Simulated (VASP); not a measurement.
# Zr6Al2Si in VASP: single point with PBE

Aim: the single point of Zr6Al2Si with PBE.

Everything below comes from runs of VASP 6.6.1. Logs are shortened: lines on timing, memory, paths and dates and some standing lists are left out, and cuts for length are marked.

## 1. The cell of the first run

The typed cell holds 9 atoms: a = 8.086 Å, b = 8.086 Å, c = 3.430 Å, α = 90.00°, β = 90.00°, γ = 120.00°.

## 2. Single point, PBE

Contents of INCAR:

```
PREC = Accurate
ENCUT = 520
EDIFF = 1E-7
ISMEAR = -1
SIGMA = 0.1
LREAL = False
LASPH = True
NELM = 80
ALGO = Normal
ISIF = 2
LWAVE = False
LCHARG = False
GGA = PE
NBANDS = 51
```

Contents of KPOINTS:

```
Automatic mesh
0
Gamma
  5 5 10
```

Contents of POSCAR:

```
Zr6Al2Si
1.0
    8.0861110000      0.0000000000      0.0000000000
   -4.0430550000      7.0027800000      0.0000000000
    0.0000000000      0.0000000000      3.4304740000
Zr Al Si
6 2 1
Direct
    0.2531000000      0.0000000000      0.5000000000
    0.7469000000      0.7469000000      0.5000000000
    0.0000000000      0.2531000000      0.5000000000
    0.6035000000      0.0000000000      0.0000000000
    0.3965000000      0.3965000000      0.0000000000
    0.0000000000      0.6035000000      0.0000000000
    0.3333000000      0.6667000000      0.5000000000
    0.6667000000      0.3333000000      0.5000000000
    0.0000000000      0.0000000000      0.0000000000
```

Potentials or basis: VASP PAW PBE potentials, release 64 (Zr_sv, Al, Si).

Run with:

```console
$ cat potpaw_PBE.64/Zr_sv/POTCAR potpaw_PBE.64/Al/POTCAR potpaw_PBE.64/Si/POTCAR > POTCAR
$ mpirun -np 1 vasp_std > vasp.out
```

OUTCAR:

```text
PREC = Accurate
   ENCUT = 520
   EDIFF = 1E-7
   ISMEAR = -1
   LREAL = False
   LASPH = True
   NELM = 80
   ISIF = 2
   GGA = PE

 ion  position               nearest neighbor table
   1  0.253  0.000  0.500-   9 2.67   9 2.67   7 3.07   8 3.07   5 3.29   5 3.29   6 3.29   6 3.29
                             4 3.31   4 3.31   3 3.54   2 3.54
   2  0.747  0.747  0.500-   9 2.67   9 2.67   7 3.07   8 3.07   6 3.29   6 3.29   4 3.29   4 3.29
                             5 3.31   5 3.31   1 3.54   3 3.54
   3  0.000  0.253  0.500-   9 2.67   9 2.67   8 3.07   7 3.07   5 3.29   5 3.29   4 3.29   4 3.29
                             6 3.31   6 3.31   1 3.54   2 3.54
   4  0.603  0.000  0.000-   8 3.01   8 3.01   7 3.02   7 3.02   9 3.21   2 3.29   2 3.29   3 3.29
                             3 3.29   1 3.31   1 3.31
   5  0.397  0.397  0.000-   8 3.02   8 3.02   7 3.02   7 3.02   9 3.21   3 3.29   3 3.29   1 3.29
                             1 3.29   2 3.31   2 3.31
   6  0.000  0.603  0.000-   7 3.01   7 3.01   8 3.02   8 3.02   9 3.21   2 3.29   2 3.29   1 3.29
                             1 3.29   3 3.31   3 3.31
   7  0.333  0.667  0.500-   6 3.01   6 3.01   4 3.02   4 3.02   5 3.02   5 3.02   1 3.07   3 3.07
                             2 3.07
   8  0.667  0.333  0.500-   4 3.01   4 3.01   6 3.02   6 3.02   5 3.02   5 3.02   3 3.07   1 3.07
                             2 3.07
   9  0.000  0.000  0.000-   1 2.67   1 2.67   3 2.67   3 2.67   2 2.67   2 2.67   4 3.21   6 3.21
                             5 3.21

  LATTYP: Found a hexagonal cell.
 ALAT       =     8.0861110000
 C/A-ratio  =     0.4242427540

  Lattice vectors:

 A1 = (   8.0861110000,   0.0000000000,   0.0000000000)
 A2 = (  -4.0430550000,   7.0027800000,   0.0000000000)
 A3 = (   0.0000000000,   0.0000000000,   3.4304740000)

Analysis of symmetry for initial positions (statically):
=====================================================================
 Subroutine PRICEL returns:
 Original cell was already a primitive cell.

 Routine SETGRP: Setting up the symmetry group for a
 hexagonal supercell.

 Subroutine GETGRP returns: Found  4 space group operations
 (whereof  4 operations were pure point group operations)
 out of a pool of 24 trial point group operations.

The static configuration has the point symmetry C_2v.

Analysis of symmetry for dynamics (positions and initial velocities):
=====================================================================
 Subroutine PRICEL returns:
 Original cell was already a primitive cell.

 Routine SETGRP: Setting up the symmetry group for a
 hexagonal supercell.

 Subroutine GETGRP returns: Found  4 space group operations
 (whereof  4 operations were pure point group operations)
 out of a pool of 24 trial point group operations.

The dynamic configuration has the point symmetry C_2v.

 Subroutine INISYM returns: Found  4 space group operations
 (whereof  4 operations are pure point group operations),
 and found     1 'primitive' translations

----------------------------------------------------------------------------------------

                                     Primitive cell

  volume of cell :     194.2515

  direct lattice vectors                    reciprocal lattice vectors
     8.086111000  0.000000000  0.000000000     0.123668844  0.071400207  0.000000000
    -4.043055000  7.002780000  0.000000000     0.000000000  0.142800431  0.000000000
     0.000000000  0.000000000  3.430474000     0.000000000  0.000000000  0.291504906

  length of vectors
     8.086111000  8.086112877  3.430474000     0.142800464  0.142800431  0.291504906

  position of ions in fractional coordinates (direct lattice)
     0.253100000  0.000000000  0.500000000
     0.746900000  0.746900000  0.500000000
     0.000000000  0.253100000  0.500000000
     0.603500000  0.000000000  0.000000000
     0.396500000  0.396500000  0.000000000
     0.000000000  0.603500000  0.000000000
     0.333300000  0.666700000  0.500000000
     0.666700000  0.333300000  0.500000000
     0.000000000  0.000000000  0.000000000

  ion indices of the primitive-cell ions
   primitive index   ion index
                 1           1
                 2           2
                 3           3
                 4           4
                 5           5
                 6           6
                 7           7
                 8           8
                 9           9

----------------------------------------------------------------------------------------

 KPOINTS: Automatic mesh

Automatic generation of k-mesh.
 Grid dimensions read from file:
 generate k-points for:    5    5   10

 Generating k-lattice:

  Cartesian coordinates                     Fractional coordinates (reciprocal lattice)
     0.024733769  0.014280041  0.000000000     0.200000000  0.000000000  0.000000000
     0.000000000  0.028560086  0.000000000     0.000000000  0.200000000  0.000000000
     0.000000000  0.000000000  0.029150491     0.000000000  0.000000000  0.100000000

  Length of vectors
     0.028560093  0.028560086  0.029150491

  Shift w.r.t. Gamma in fractional coordinates (k-lattice)
     0.000000000  0.000000000  0.000000000

 Subroutine IBZKPT returns following result:
 ===========================================

 Found     54 irreducible k-points:

 Following reciprocal coordinates:
            Coordinates               Weight
  0.000000  0.000000  0.000000      1.000000
  0.200000  0.000000  0.000000      4.000000
 -0.200000  0.200000  0.000000      2.000000
  0.400000  0.000000  0.000000      4.000000
 -0.400000  0.400000  0.000000      2.000000
  0.200000  0.200000  0.000000      2.000000
[... 16 lines left out ...]
 -0.400000  0.400000  0.200000      4.000000
  0.200000  0.200000  0.200000      4.000000
 [... further k-points ...]
   k-points           NKPTS =     54   k-points in BZ     NKDIM =     54   number of bands    NBANDS=     51
   number of dos      NEDOS =    301   number of ions     NIONS =      9
   total plane-waves  NPLWV = 100800
   dimension x,y,z NGX =    60 NGY =   60 NGZ =   28
   dimension x,y,z NGXF=   120 NGYF=  120 NGZF=   56
   ions per type =               6   2   1
   NGX,Y,Z   is equivalent  to a cutoff of  12.34, 12.34, 13.57 a.u.
   NGXF,Y,Z  is equivalent  to a cutoff of  24.67, 24.67, 27.14 a.u.
 SYSTEM =  unknown system
   PREC   = accura    normal or accurate (medium, high low for compatibility)
   ISTART =      0    job   : 0-new  1-cont  2-samecut
   ICHARG =      2    charge: 1-file 2-atom 10-const
   ISPIN  =      1    spin polarized calculation?
   LNONCOLLINEAR =      F non collinear calculations
   LSORBIT =      F    spin-orbit coupling
   LASPH  =      T    aspherical Exc in radial PAW
   ENCUT  =  520.0 eV  38.22 Ry    6.18 a.u.  15.03 15.03  6.38*2*pi/ulx,y,z
   NELM   =     80;   NELMIN=  2; NELMDL= -5     # of ELM steps
   EDIFF  = 0.1E-06   stopping-criterion for ELM
   LREAL  =      F    real-space projection
   EDIFFG = 0.1E-05   stopping-criterion for IOM
   NSW    =      0    number of steps for IOM
   IBRION =     -1    ionic relax: 0-MD 1-quasi-New 2-CG
   NFREE  =      0    steps in history (QN), initial steepest desc. (CG)
   ISIF   =      2    stress and relaxation
   ISYM   =      2    0-nonsym 1-usesym 2-fastsym
   POTIM  = 0.5000    time-step for ionic-motion
   TEBEG  =    0.0;   TEEND  =   0.0 temperature during run
   PSTRESS=    0.0 pullay stress
   NELECT =      82.0000    total number of electrons
   NUPDOWN=      -1.0000    fix difference up-down
   EMIN   =  10.00;   EMAX   =-10.00  energy-range for DOS
   EFERMI =   0.00;   METHOD = LEGACY
   ISMEAR =    -1;   SIGMA  =   0.10  broadening in eV -4-tet -1-fermi 0-gaus
   EFERMI_NEDOS =   21; number of points for ismear=-14 and -15
   IALGO  =     38    algorithm
   IMIX   =      4    mixing-type and parameters
     AMIX     =   0.40;   BMIX     =  1.00
     AMIX_MAG =   1.60;   BMIX_MAG =  1.00
  volume/ion in A,a.u.               =      21.58       145.65
  Fermi-wavevector in a.u.,A,eV,Ry     =   1.228074  2.320724 20.519854  1.508167
  Thomas-Fermi vector in A             =   2.363014
   LORBIT       =      0    0 simple, 1 ext, 2 COOP (PROOUT), +10 PAW based schemes
   GGA     = PE    functional components
   LHFCALC =     F    Hartree Fock is set to
   AEXX    =    0.0000 exact exchange contribution
   IVDW    =     0    specifies the selected vdW correction
   LEPSILON=     F    determine dielectric tensor
   LRPA    =     F    only Hartree local field effects (RPA)
 non-spin polarized calculation
  energy-cutoff  :      520.00
  volume of cell :      194.25
 maximum number of plane-waves:      5252
   NGX = 31   NGY = 31   NGZ = 13

 number of electron      82.0000001 magnetization

 Free energy of the ion-electron system (eV)
  ---------------------------------------------------
  ext. energy  EPLUGINS =         0.00000000
  ---------------------------------------------------
  free energy    TOTEN  =       -67.82031241 eV

  energy without entropy =      -67.52198733  energy(sigma->0) =      -67.67114987

 E-fermi :   8.0279     XC(G=0): -10.7638

 val. band max:        8.0210253523   @ k =   0.4000   0.2000   0.2000
 cond. band min:       8.0360207992   @ k =  -0.2000   0.4000   0.2000
 fundamental gap:      0.0149954469
 Fermi energy:         8.0278677536

 k-point     1 :       0.0000    0.0000    0.0000
  band No.  band energies     occupation
      1     -40.7021      2.00000
      2     -40.6887      2.00000
      3     -40.6884      2.00000
      4     -40.5012      2.00000
      5     -40.5011      2.00000
      6     -40.4998      2.00000
[... 43 lines left out ...]
     50      10.0175      0.00000
     51      10.1959      0.00000

 k-point     2 :       0.2000    0.0000    0.0000
  band No.  band energies     occupation
      1     -40.7006      2.00000
      2     -40.6896      2.00000
      3     -40.6891      2.00000
      4     -40.5043      2.00000
      5     -40.5005      2.00000
      6     -40.4974      2.00000
[... 43 lines left out ...]
     50      10.0265      0.00000
     51      10.1093      0.00000

 k-point     3 :      -0.2000    0.2000    0.0000
  band No.  band energies     occupation
      1     -40.7006      2.00000
      2     -40.6896      2.00000
      3     -40.6891      2.00000
      4     -40.5042      2.00000
      5     -40.5006      2.00000
      6     -40.4973      2.00000
[... 43 lines left out ...]
     50      10.0273      0.00000
     51      10.1083      0.00000
[... 1027 lines left out ...]
 k-point    23 :      -0.4000    0.4000    0.2000
  band No.  band energies     occupation
      1     -40.6875      2.00000
      2     -40.6845      2.00000
      3     -40.6827      2.00000
      4     -40.5012      2.00000
      5     -40.4930      2.00000
      6     -40.4906      2.00000
[... 43 lines left out ...]
     50      10.3157      0.00000
     51      10.4854      0.00000

 k-point    24 :       0.2000    0.2000    0.2000
  band No.  band energies     occupation
      1     -40.6884      2.00000
      2     -40.6833      2.00000
      3     -40.6831      2.00000
      4     -40.5009      2.00000
      5     -40.4927      2.00000
      6     -40.4911      2.00000
[... 43 lines left out ...]
     50      10.3446      0.00000
     51      10.4423      0.00000

 [... further k-points ...]

------------------------ aborting loop because EDIFF is reached ----------------------------------------

  FORCE on cell =-STRESS in cart. coord.  units (eV):
  Direction    XX          YY          ZZ          XY          YZ          ZX
  --------------------------------------------------------------------------------------
  -------------------------------------------------------------------------------------
  Total       -7.0413780     -7.0405782      3.6721426      0.0006964      0.0000000      0.0000000
  in kB      -58.0769668    -58.0703707     30.2876661      0.0057435      0.0000000      0.0000000
  external PRESSURE =     -28.6198905 kB  Pullay stress =       0.0000000 kB

 VOLUME and BASIS-vectors are now :
 -----------------------------------------------------------------------------
  energy-cutoff  :      520.00
  volume of cell :      194.25
      direct lattice vectors                 reciprocal lattice vectors
     8.086111000  0.000000000  0.000000000     0.123668844  0.071400207  0.000000000
    -4.043055000  7.002780000  0.000000000     0.000000000  0.142800431  0.000000000
     0.000000000  0.000000000  3.430474000     0.000000000  0.000000000  0.291504906

 POSITION                                       TOTAL-FORCE (eV/Angst)
 -----------------------------------------------------------------------------------
      2.04659      0.00000      1.71524         0.813621      0.000717      0.000000
      3.01976      5.23038      1.71524        -0.407423     -0.705678      0.000000
     -1.02330      1.77240      1.71524        -0.406190      0.704976      0.000000
      4.87997      0.00000      0.00000         0.201240     -0.000690      0.000000
      1.60307      2.77660      0.00000        -0.100030     -0.173256      0.000000
     -2.43998      4.22618      0.00000        -0.101218      0.173934      0.000000
     -0.00040      4.66875      1.71524         0.002531     -0.001424      0.000000
      4.04346      2.33403      1.71524        -0.002498      0.001480      0.000000
      0.00000      0.00000      0.00000        -0.000034     -0.000058      0.000000
 -----------------------------------------------------------------------------------
    total drift:                               -0.000010     -0.000018     -0.000000

  FREE ENERGIE OF THE ION-ELECTRON SYSTEM (eV)
  ---------------------------------------------------
  free  energy   TOTEN  =       -67.8203124113 eV

  energy  without entropy=      -67.5219873346  energy(sigma->0) =      -67.67114987
```

It took 25 min on 1 thread of Intel Xeon 8259CL, shared host; peak memory 0.56 GiB.

Results:

```
Free energy            : -67.8203 eV
Pressure               : -2.9 GPa
Largest force          : 0.815 eV/Å
Band gap on the k mesh : zero (bands 41 and 42 overlap by 1.12 eV)
```

Forces on the atoms (eV/Å):
```
Zr   0.814  0.001  0.000
Zr  -0.407 -0.706  0.000
Zr  -0.406  0.705  0.000
Zr   0.201 -0.001  0.000
Zr  -0.100 -0.173  0.000
Zr  -0.101  0.174  0.000
Al   0.003 -0.001  0.000
Al  -0.002  0.001  0.000
Si   0.000  0.000  0.000
```

Levels at points of the mesh, in eV from the Fermi level:
| k point | band 38 | band 39 | band 40 | band 41 | band 42 | band 43 | band 44 | band 45 | band 46 | band 47 |
| --- | --- | --- | --- | --- | --- | --- | --- | --- | --- | --- |
| (0.00, 0.00, 0.00) | -0.62 | -0.34 | -0.34 | 0.70 | 1.08 | 1.27 | 1.27 | 1.32 | 1.32 | 1.72 |
| (0.00, 0.00, 0.50) | -0.98 | -0.98 | 0.11 | 0.13 | 0.13 | 0.16 | 0.16 | 0.80 | 1.09 | 1.09 |

Caveat: the stress differs along the axes, from -6 to 3 GPa.
